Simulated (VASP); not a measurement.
Wanted: the native input for a VASP 6.6.1 run.

- Task: single point
- Functional: PBE
- Potentials or basis: VASP PAW PBE potentials, release 64 (Rh_pv, Ca_sv, Bi_d)
- Cutoff: 500 eV
- k mesh: 9 × 9 × 9
- Occupations: fermi-dirac, width 0.1 eV
- Spin: no spin polarisation
- Dipole correction: no
- Further INCAR settings: ALGO = Normal; EDIFF = 1e-06; NBANDS = 40

The structure of Ca2BiRh2 lies in POSCAR:

```
Ca2BiRh2
1.0
    0.0000000000      4.1355790000      0.0000000000
    4.1355790000      0.0000000000      0.0000000000
    2.0677890000      2.0677890000     -6.6035380000
Rh Ca Bi
2 2 1
Direct
    0.2500000000      0.7500000000      0.5000000000
    0.7500000000      0.2500000000      0.5000000000
    0.3440000000      0.3440000000      0.3120000000
    0.6560000000      0.6560000000      0.6880000000
    0.0000000000      0.0000000000      0.0000000000
```

One way to write it, as run:

INCAR

```
PREC = Accurate ; ENCUT = 500
EDIFF = 1E-6 ; ISMEAR = -1
SIGMA = 0.1 ; LREAL = False
LASPH = True ; NELM = 120
ALGO = Normal ; ISIF = 2
LWAVE = False ; LCHARG = True
GGA = PE ; LELF = True
LVHAR = True ; NBANDS = 40
GGA_COMPAT = False
```

KPOINTS

```
Automatic mesh
0
Gamma
  9 9 9
```

Potentials or basis: VASP PAW PBE potentials, release 64 (Rh_pv, Ca_sv, Bi_d).

Command:

```console
$ cat potpaw_PBE.64/Rh_pv/POTCAR potpaw_PBE.64/Ca_sv/POTCAR potpaw_PBE.64/Bi_d/POTCAR > POTCAR
$ mpirun -np 1 vasp_std > vasp.out
```

Results of the run:

- Pressure: 15.5 GPa
- Largest force: 4.747 eV/Å
- Band gap on the k mesh: zero (an odd number of electrons rules out a gap without spin polarisation)

Caveat: the stress differs along the axes, from 12 to 17 GPa; spin-orbit coupling is left out, which moves the levels of the heavy elements; forces of over 1 eV/Å act on the atoms, so gaps and moduli don't describe the material at rest.

Run time: 4.8 min on 1 thread of Intel(R) Xeon(R) Platinum 8259CL CPU @ 2.50GHz (Skylake/Cascade Lake) (shared host), peak memory 0.42 GiB.
